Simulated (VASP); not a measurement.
Runs of VASP 6.6.1 on Zn. The structure is that of space group Pm-3m (No. 221), or close to it. The cells are those of the table. 

```csv
task,cell,k mesh,cutoff (eV),gap on the mesh (eV),pressure (GPa)
single point,"a = 2.711 Å, 1 atom",13 × 13 × 13,520,none,-1.2
relaxation of cell and atoms,"relaxed from a = 2.542 Å, 1 atom",12 × 12 × 12,600,none,0.0
single point,"a = 2.676 Å, 1 atom",19 × 19 × 19,520,none,0.2
single point,"a = 2.602 Å, 1 atom",13 × 13 × 13,520,none,4.4
single point,"a = 2.639 Å, 1 atom",13 × 13 × 13,520,none,2.1
single point,"a = 2.676 Å, 1 atom",13 × 13 × 13,520,none,0.2
single point,"a = 2.745 Å, 1 atom",13 × 13 × 13,520,none,(a)
single point,"a = 2.779 Å, 1 atom",13 × 13 × 13,520,none,(b)
```

Alike in all rows: level RPBE; potentials or basis VASP PAW PBE potentials, release 64 (Zn); no spin polarisation; smearing fermi-dirac 0.1 eV.

Question: Fill in the values left out.

Answer: (a) -2.3; (b) -3.1.

Caveats: the PAW data sets were made with another functional, which shifts forces and pressure a little.

A gap of «none» marks levels without a gap at the run's occupations.
